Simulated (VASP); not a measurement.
# ZnAu: single point with PBEsol

ZnAu:

```
Zn Au
1.0
     3.14700    0.00000    0.00000
     0.00000    3.14700    0.00000
     0.00000    0.00000    3.14700
Zn Au
1 1
Direct
  0.50000 0.50000 0.50000
  0.96630 0.03370 0.00000
```

This cell differs from its parent crystal: all Au atoms moved -0.150 Å, as atom 2 along Cartesian [1 -1 0].

```
Program                : VASP 6.6.1
Task                   : single point
Functional             : PBEsol
Potentials or basis    : VASP PAW PBE potentials, release 64 (Zn, Au)
Cutoff                 : 520 eV
k mesh                 : 16 × 16 × 16
Occupations            : gaussian, width 0.15 eV
Spin                   : no spin polarisation
Dipole correction      : no
Further INCAR settings : ALGO = Fast; EDIFF = 1e-06; NBANDS = 18
```

- Pressure: -1.1 GPa
- Largest force: 0.546 eV/Å

Forces on the atoms (eV/Å):
```
Zn  -0.386  0.386  0.000
Au   0.386 -0.386  0.000
```

Stress tensor (GPa, compression positive):
```
-1.23 -1.10  0.00
-1.10 -1.23  0.00
 0.00  0.00 -0.72
```

Levels at points of the mesh, in eV from the Fermi level:
```
           k point  band 9  band 10  band 11  band 12  band 13  band 14  band 15  band 16
(0.00, 0.00, 0.00)   -3.73    -3.73    -3.71     4.98     5.03     5.05     8.79    12.07
(0.50, 0.00, 0.00)   -4.90    -4.85    -3.86    -2.36    10.12    10.78    10.79    11.23
(0.00, 0.00, 0.50)   -4.86    -4.84    -3.85    -2.38    10.03    10.61    10.96    11.11
(0.50, 0.50, 0.00)   -4.06    -3.14    -2.00    -1.99     0.83     2.51    10.44    12.67
(0.00, 0.50, 0.50)   -4.08    -3.14    -2.00    -1.98     0.83     2.51    10.48    12.72
(0.50, 0.50, 0.50)   -3.09    -3.09     1.42     3.55     3.60     3.62     3.74     5.91
```

It took 2.4 min on 1 thread of Intel Xeon 6975P-C, with other jobs on the host, peak memory 0.47 GiB.

Caveat: the cell differs from its parent crystal (all Au atoms moved -0.150 Å, as atom 2 along Cartesian [1 -1 0]); the PAW data sets were made with another functional, which shifts forces and pressure a little; spin-orbit coupling is left out, which moves the levels of the heavy elements.
